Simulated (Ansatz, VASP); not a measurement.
**Zn: VASP beside Ansatz**

```
Zn
1.0
     2.65564    0.00000    0.00000
    -1.32782    2.29985    0.00000
     0.00000    0.00000    4.96246
Zn
2
Direct
  0.33333 0.66667 0.25000
  0.66667 0.33333 0.75000
```

Alike in both runs: task single point; functional PBE; k mesh 8 × 8 × 4; occupations fermi-dirac, width 0.1 eV; no spin polarisation.

|  | VASP | Ansatz |
| --- | --- | --- |
| version | VASP 6.6.1 | Ansatz 0.2.0 |
| potentials or method | VASP PAW PBE potentials, release 64 (Zn), cutoff 520 eV | plane waves (420 eV) with PAW, scalar-relativistic |
| valence electrons in the cell | 24 | 24 |

|  | VASP | Ansatz | Ansatz less VASP |
| --- | --- | --- | --- |
| pressure (GPa) | 0.7 | 0.4 | -0.36 |
| traceless stress, the component that is largest in VASP (GPa) | -3.06 | -2.89 | +0.174 |
